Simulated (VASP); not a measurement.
Pd: density of states with PBE

The system is Pd.

```
CELL_PARAMETERS angstrom
1.29384 2.24100 0.00000
-1.29384 2.24100 0.00000
0.00000 0.00000 4.15700
ATOMIC_POSITIONS crystal
Pd 0.33330 0.33340 0.25000
Pd 0.66660 0.66670 0.75000
```

```
Program                 : VASP 6.6.1
Task                    : density of states
Functional              : PBE
Potentials or basis     : VASP PAW PBE potentials, release 64 (Pd)
Cutoff                  : 400 eV
k mesh                  : 15 × 15 × 8
Occupations             : fermi-dirac, width 0.1192 eV
Spin                    : no spin polarisation
Dipole correction       : no
k mesh for the DOS      : 23 × 23 × 12
Occupations for the DOS : tetrahedron
Further INCAR settings  : ALGO = Normal; EDIFF = 1e-06
```

```json
{
 "Valence electrons inside the program's atomic spheres": "Pd 10.00"
}
```

Levels at points of the mesh, in eV from the Fermi level:
| k point | band 6 | band 7 | band 8 | band 9 | band 10 | band 11 | band 12 | band 13 | band 14 |
| --- | --- | --- | --- | --- | --- | --- | --- | --- | --- |
| (0.00, 0.00, 0.00) | -3.22 | -3.22 | -2.62 | -2.62 | -0.37 | -0.37 | 0.74 | 9.36 | 16.91 |
| (0.00, 0.00, 0.50) | -3.93 | -3.82 | -3.82 | -0.98 | -0.98 | -0.98 | -0.98 | 15.92 | 15.92 |

It took 2.6 min on 1 thread of Intel(R) Xeon(R) Platinum 8488C (Sapphire Rapids), with other jobs on the host, peak memory 0.33 GiB.
